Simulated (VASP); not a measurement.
Here is a VASP 6.6.1 calculation.

File INCAR:

```
SYSTEM = Al2Pt
PREC = Accurate
ENCUT = 520
EDIFF = 1E-6
ISMEAR = 0
SIGMA = 0.1
LREAL = .False.
LASPH = .True.
NELM = 60
ALGO = Fast
ISIF = 2
LWAVE = .False.
LCHARG = .False.
GGA = PE
NBANDS = 15
```

Contents of KPOINTS:

```
regular mesh
0
Gamma
  9 9 9
  0 0 0
```

The input POSCAR:

```
Al2Pt
1.0
    0.0000000000      2.9550000000      2.9550000000
    2.9550000000      0.0000000000      2.9550000000
    2.9550000000      2.9550000000      0.0000000000
Pt Al
1 2
Direct
    0.0117280000     -0.0150500000     -0.0056400000
    0.7540240000      0.7533590000      0.7435730000
    0.2510320000      0.2488130000      0.2564700000
```

Potentials or basis: VASP PAW PBE potentials, release 64 (Pt, Al).

Run with:

```bash
$ cat potpaw_PBE.64/Pt/POTCAR potpaw_PBE.64/Al/POTCAR > POTCAR
$ mpirun -np 1 vasp_std > vasp.out
```

(1) Estimate the largest force.

(2) What does it give for the pressure?

(3) Predict the band gap on the k mesh.

## Answers

(1) 0.589 eV/Å.

(2) 2.5 GPa.

(3) zero (bands 8 and 9 overlap by 5.21 eV).

Caveat: spin-orbit coupling is left out, which moves the levels of the heavy elements.
